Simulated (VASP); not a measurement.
# Ru: single point with PBEsol

The system is Ru.

```xyz
2
Lattice="2.7058 0.0000 0.0000 -1.3529 2.3433 0.0000 0.0000 0.0000 4.2819" Properties=species:S:1:pos:R:3 pbc="T T T"
Ru    0.0000    1.6622    0.8705
Ru    1.3529    0.7811    3.2114
```

This cell differs from its parent crystal: atom 1 (Ru) moved by (+0.100, -0.200) A along y and z.

```json
{"Program": "VASP 6.6.1", "Task": "single point", "Functional": "PBEsol", "Potentials or basis": "VASP PAW PBE potentials, release 64 (Ru_pv)", "Cutoff": "520 eV", "k mesh": "24 × 24 × 12", "Occupations": "gaussian, width 0.15 eV", "Spin": "no spin polarisation", "Dipole correction": "no", "Further INCAR settings": "ALGO = Fast; EDIFF = 1e-06; NBANDS = 21"}
```

```
Pressure               : 1.8 GPa
Largest force          : 2.743 eV/Å
Band gap on the k mesh : zero (bands 14 and 15 overlap by 2.91 eV)
```

Forces on the atoms (eV/Å):
```
Ru   0.000 -0.719  2.647
Ru   0.000  0.719 -2.647
```

Stress tensor (GPa, compression positive):
```
-4.05  0.00  0.00
 0.00  0.91 -3.50
 0.00 -3.50  8.49
```

Levels at points of the mesh, in eV from the Fermi level:
```
           k point  band 10  band 11  band 12  band 13  band 14  band 15  band 16  band 17  band 18  band 19
(0.00, 0.00, 0.00)    -2.79    -2.74    -2.46    -2.22    -1.26    -0.87     0.94     1.46     1.61     9.58
(0.50, 0.00, 0.00)    -3.29    -1.87    -1.72    -1.48     1.38     1.60     2.09     3.84     6.26     9.83
(0.00, 0.50, 0.00)    -3.15    -2.45    -2.08    -1.54     1.21     1.72     2.07     4.34     5.76    10.56
(0.00, 0.00, 0.50)    -3.07    -3.04    -2.95    -2.94    -1.83    -0.03     0.39     0.98     0.99    10.25
(0.50, 0.00, 0.50)    -4.03    -1.99    -0.31     0.13     0.37     1.51     1.76     2.89     4.12     9.47
(0.00, 0.50, 0.50)    -4.00    -1.94    -0.29     0.52     0.96     1.38     1.80     2.40     3.49     9.98
```

Wall time 12 min on 1 thread of Intel(R) Xeon(R) Platinum 8259CL CPU @ 2.50GHz (Skylake/Cascade Lake) (shared host), peak memory 0.82 GiB.

Caveat: the cell differs from its parent crystal (atom 1 (Ru) moved by (+0.100, -0.200) A along y and z); the stress differs along the axes, from -4 to 8 GPa; the PAW data sets were made with another functional, which shifts forces and pressure a little.
